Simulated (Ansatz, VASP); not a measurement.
## Tc: VASP beside Ansatz

```xyz
2
Lattice="2.7937 0.0000 0.0000 -1.3969 2.4194 0.0000 0.0000 0.0000 4.4843" Properties=species:S:1:pos:R:3 pbc="T T T"
Tc    0.0000    1.6130    1.1211
Tc    1.3969    0.8065    3.3632
```

Change from the starting cell: volume scaled by 1.06, crystal datasets.

Alike in both runs: task electric field gradients; functional LDA; k mesh 17 × 17 × 9; occupations fermi-dirac, width 0.08 eV; no spin polarisation.

|  | VASP | Ansatz |
| --- | --- | --- |
| version | VASP 6.6.1 | Ansatz 0.2.0 |
| potentials or method | VASP PAW LDA potentials, release 64 (Tc_pv), cutoff 520 eV | all-electron PAW with datasets made for the crystal, scalar-relativistic |

|  | VASP | Ansatz | Ansatz less VASP |
| --- | --- | --- | --- |
| pressure (GPa) | -26.4 | -26.4 | -0.01 |
| traceless stress, the component that is largest in VASP (GPa) | -1.20 | -1.18 | +0.023 |
| size of Vzz on the site where it differs most (V/Å²) | 16.4 | 16.6 | +0.16 |

LDA's correlation is that of Perdew and Zunger in VASP and of Perdew and Wang (1992) in Ansatz. Ansatz ran all-electron here, and VASP with PAW potentials.
